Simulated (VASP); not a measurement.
A run of VASP 6.6.1 is set up as follows.

Contents of INCAR:

```
ALGO     = Normal         # electronic algorithm
EDIFF    = 1E-7           # SCF threshold, eV
ENCUT    = 520            # plane-wave cutoff, eV
GGA      = PE             # functional
ISIF     = 2              # what is computed and relaxed
ISMEAR   = 0              # smearing method
LASPH    = True           # aspherical terms in the spheres
LCHARG   = True           # write CHGCAR
LELF     = True           # ELF
LREAL    = False          # projectors in reciprocal space
LVHAR    = True         
LWAVE    = False          # write WAVECAR
NBANDS   = 28             # bands
NELM     = 80             # most SCF steps
PREC     = Accurate       # precision mode
SIGMA    = 0.1            # smearing width, eV
```

File KPOINTS:

```
k-points
0
Gamma
  6 6 4
```

POSCAR

```
HfSiO4
1.0
    3.6905578400      0.0000000000      0.0000000000
    0.0000000000      3.6905578400      0.0000000000
    0.0000000000      0.0000000000      5.2192369400
Hf Si O
1 1 4
Direct
    0.0000000000      0.0000000000      0.0000000000
    0.5000000000      0.5000000000      0.5000000000
    0.5000000000      0.0000000000      0.2500000000
    0.0000000000      0.5000000000      0.7500000000
    0.5000000000      0.0000000000      0.7500000000
    0.0000000000      0.5000000000      0.2500000000
```

Potentials or basis: VASP PAW PBE potentials, release 64 (Hf_pv, Si, O).

Command:

```sh
$ cat potpaw_PBE.64/Hf_pv/POTCAR potpaw_PBE.64/Si/POTCAR potpaw_PBE.64/O/POTCAR > POTCAR
$ mpirun -np 1 vasp_std > vasp.out
```

(1) Predict the pressure.

(2) What does it give for the largest force?

(3) What does it give for the band gap on the k mesh?

Answers

(1) -29.1 GPa.

(2) 0.805 eV/Å.

(3) zero (band 19 reaches 3.78 eV, above the bottom of band 20 at 3.77 eV).

Caveat: spin-orbit coupling is left out, which moves the levels of the heavy elements.
